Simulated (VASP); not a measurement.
Runs of VASP 6.6.1 on Ti. The structure is that of space group P6_3/mmc (No. 194), or close to it. The cells are those of the table. 

| cell | gap on the mesh (eV) | pressure (GPa) |
| --- | --- | --- |
| a = 2.637, b = 2.637, c = 4.281 Å, angles 90.0, 90.0, 120.0°, 2 atoms | none | (b) |
| a = 2.052, b = 2.052, c = 3.975 Å, angles 90.0, 90.0, 120.0°, 2 atoms | none | 339.0 |
| a = 2.506, b = 2.506, c = 4.266 Å, angles 90.0, 90.0, 120.0°, 2 atoms | none | 67.3 |
| a = 2.185, b = 2.185, c = 4.285 Å, angles 90.0, 90.0, 120.0°, 2 atoms | none | 179.0 |
| a = 2.308, b = 2.308, c = 4.468 Å, angles 90.0, 90.0, 120.0°, 2 atoms | none | 103.1 |
| a = 2.737, b = 2.737, c = 4.368 Å, angles 90.0, 90.0, 120.0°, 2 atoms | none | (a) |

Alike in all rows: task single point; level LDA; potentials or basis VASP PAW LDA potentials, release 64 (Ti_sv); no spin polarisation; k mesh 15 × 15 × 8; cutoff (eV) 520; smearing fermi-dirac 0.05 eV.

Task: Fill in the values left out.

Result: (a) 19.7; (b) 39.7.

Caveats: the cell stands under pressure; atoms lie so close that the PAW spheres overlap strongly, which falsifies energies and pressures (at least some runs).

A gap of «none» marks levels without a gap at the run's occupations.
